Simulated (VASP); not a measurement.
MgC2: relaxation of cell and atoms with PBE

Crystal: MgC2.

```
CELL_PARAMETERS angstrom
3.10000 0.00000 0.00000
-1.55000 2.68468 0.00000
0.00000 0.00000 4.96000
ATOMIC_POSITIONS crystal
Mg 0.00000 0.00000 0.00000
C 0.33333 0.66667 0.25000
C 0.66667 0.33333 0.75000
```

```json
{"Program": "VASP 6.6.1", "Task": "relaxation of cell and atoms", "Functional": "PBE", "Potentials or basis": "VASP PAW PBE potentials, release 64 (Mg, C)", "Cutoff": "600 eV", "k mesh": "8 × 8 × 5", "Occupations": "methfessel-paxton, width 0.02 eV", "Spin": "no spin polarisation", "Dipole correction": "no", "Further INCAR settings": "ALGO = Normal; EDIFF = 1e-06; IBRION = 2; EDIFFG = -0.03; NSW = 80; ISIF = 3"}
```

| Property | Result |
| --- | --- |
| Relaxed volume | 8.47 Å³/atom |
| Relaxed cell | a = 2.641 Å, b = 2.641 Å, c = 4.207 Å, α = 90.00°, β = 90.00°, γ = 120.00° |
| Space group after relaxing (to 0.1 Å) | P-3m1 (No. 164) |
| Energy gained by relaxing | 2636.8 meV/atom |
| Ionic steps | 35 |
| Pressure after relaxing | 0.1 GPa |
| Largest force after relaxing | 0.009 eV/Å |
| Band gap on the k mesh | 1.35 eV (least direct gap 2.43 eV) |

Forces in eV/Å, atoms in the order of the input:
```
Mg   0.000  0.000  0.000
C    0.000  0.000 -0.009
C    0.000  0.000  0.009
```

Stress tensor (GPa, compression positive):
```
0.01 0.00 0.00
0.00 0.01 0.00
0.00 0.00 0.34
```

The path:
```
step  energy change (eV)  largest force (eV/Å)  pressure (GPa)  volume (Å³)
   1              0.0000                1.1267            2.24        41.28
   2             -0.1744                1.0185           -3.19        42.42
   3             -0.5919                1.5790          -14.79        45.73
   4             -1.5189                1.5587          -26.76        51.72
   5             -1.2188                2.5360          -23.59        49.21
   6             -1.4515                2.2452          -25.94        50.67
   7             -1.4800                2.2255          -26.11        50.71
   8             -1.5543                2.0056          -26.51        50.84
   9             -1.6433                1.4746          -27.03        51.08
  10             -1.6569                1.1841          -27.15        51.19
  11             -1.7432                1.1797          -27.33        50.73
  12             -2.0021                1.1640          -27.83        49.35
  13             -2.5189                1.1126          -28.81        46.66
  14             -3.5343                0.9368          -30.18        41.59
  15             -5.3461                0.4222          -28.11        32.58
  16             -5.3636                1.2206           80.60        18.64
  17             -6.2681                0.3324          -14.63        26.62
  18             -6.4235                0.0697            8.57        23.06
  19             -6.4371                0.0623            0.69        23.97
  20             -6.9615                0.0678           11.72        22.76
  21             -7.0574                0.9838           61.27        20.11
  22             -7.2346                0.6923           33.33        21.31
  23             -7.6896                0.1931           15.18        22.88
  24             -7.8295                1.2508            2.54        24.38
  25             -7.8299                1.3197            1.90        24.48
  26             -7.8864                0.3595           -0.91        24.95
  27             -7.8933                0.0446           -2.05        25.18
  28             -7.9042                0.0240            0.17        25.07
  29             -7.9069                0.0032            2.03        24.99
  30             -7.9093                0.0694            0.86        25.20
  31             -7.9098                0.1313           -0.13        25.38
  32             -7.9098                0.1220            0.01        25.35
  33             -7.9104                0.0109           -0.36        25.44
  34             -7.9104                0.0099           -0.36        25.44
  35             -7.9105                0.0091            0.12        25.41
```

Final structure:
```
Mg C
1.0
     2.64083    0.00000    0.00000
    -1.32041    2.28702    0.00000
     0.00000    0.00000    4.20686
Mg C
1 2
Direct
  0.00000 0.00000 0.00000
  0.33333 0.66667 0.44435
  0.66667 0.33333 0.55565
```

Levels at points of the mesh, in eV from the valence-band top:
```tsv
k point	band 2	band 3	band 4	band 5	band 6	band 7	band 8	band 9
(0.00, 0.00, 0.00)	-8.75	-5.38	-2.77	-2.77	5.42	5.42	6.63	6.73
(0.50, 0.00, 0.00)	-12.80	-5.70	-4.63	-2.35	1.35	2.93	3.77	9.83
```

Run time: 10 min on 1 thread of Intel Xeon 8259CL, with other jobs on the host, peak memory 0.21 GiB.

Caveat: the volume moved by over 15 % at a fixed basis, so the end points are rough; an odd mesh through Γ misses points on the zone boundary, where band edges can lie.
